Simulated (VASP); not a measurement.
# MoS2: single point with PBE+D3(BJ)

The system is MoS2.

```
Mo S
1.0
    -1.56712   -2.71432    0.00000
     1.56712   -2.71432    0.00000
     0.00000    0.00000   19.06497
Mo S
3 6
Direct
  0.00000 0.00000 0.78090
  0.33333 0.33333 0.15619
  0.66667 0.66667 0.46854
  0.00000 0.00000 0.55260
  0.33333 0.33333 0.86495
  0.66667 0.66667 0.24025
  0.00000 0.00000 0.07213
  0.33333 0.33333 0.38449
  0.66667 0.66667 0.69684
```

| Quantity | Value |
| --- | --- |
| Program | VASP 6.6.1 |
| Task | single point |
| Functional | PBE |
| Dispersion | D3(BJ) |
| Potentials or basis | VASP PAW PBE potentials, release 64 (Mo_sv, S) |
| Cutoff | 520 eV |
| k mesh | 14 × 14 × 3 |
| Occupations | gaussian, width 0.15 eV |
| Spin | no spin polarisation |

```json
{
 "Pressure": "-0.2 GPa",
 "Largest force": "0.129 eV/Å",
 "Band gap on the k mesh": "zero (bands 39 and 40 overlap by 0.44 eV)",
 "Dispersion energy per atom": "-0.426 eV"
}
```

Forces in eV/Å, atoms in the order of the input:
```
Mo   0.000  0.000  0.015
Mo   0.000  0.000 -0.015
Mo   0.000  0.000  0.000
S    0.000  0.000 -0.004
S    0.000  0.000  0.129
S    0.000  0.000  0.017
S    0.000  0.000 -0.129
S    0.000  0.000  0.004
S    0.000  0.000 -0.017
```

Stress tensor (GPa, compression positive):
```
-0.05  0.00  0.00
 0.00 -0.05  0.00
 0.00  0.00 -0.49
```

Levels at points of the mesh, in eV from the Fermi level:
```tsv
k point	band 36	band 37	band 38	band 39	band 40	band 41	band 42	band 43
(0.00, 0.00, 0.00)	-0.78	-0.78	-0.58	-0.25	-0.11	-0.11	-0.05	-0.05
(0.50, 0.00, 0.00)	-2.06	-1.63	-1.47	-1.33	1.34	1.34	1.38	1.83
```

Run time: 5.2 min on 1 thread of Intel(R) Xeon(R) 6975P-C (Granite Rapids), with other jobs on the host, peak memory 0.52 GiB.
